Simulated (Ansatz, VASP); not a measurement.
## One calculation of C, two programs

```xyz
3
Lattice="6.1496 0.0000 0.0000 -3.0748 5.3257 0.0000 0.0000 0.0000 1.3321" Properties=species:S:1:pos:R:3 pbc="T T T"
C     6.1496    0.0000    0.0000
C     0.0000    3.5505    0.6661
C     3.0748    1.7752    0.6661
```

Alike in both runs: task single point; functional PBEsol; k mesh 7 × 7 × 27; occupations fermi-dirac, width 0.1 eV; no spin polarisation.

|  | VASP | Ansatz |
| --- | --- | --- |
| version | VASP 6.6.1 | Ansatz 0.2.0 |
| potentials or method | VASP PAW PBE potentials, release 64 (C), cutoff 520 eV | plane waves (420 eV) with PAW, scalar-relativistic |
| valence electrons in the cell | 12 | 12 |

Ansatz gave:

* pressure (GPa): -16.2
* traceless stress, the component that is largest in VASP (GPa): -33.35

**Question.** Estimate VASP's values.

**Answer.** Pressure (GPa): -16.2; traceless stress, the component that is largest in VASP (GPa): -33.14.

VASP's potentials were made for PBE, not for PBEsol, and Ansatz warns of the same on its side. With one functional, cell and mesh, what is left measures potentials, basis and numerics.
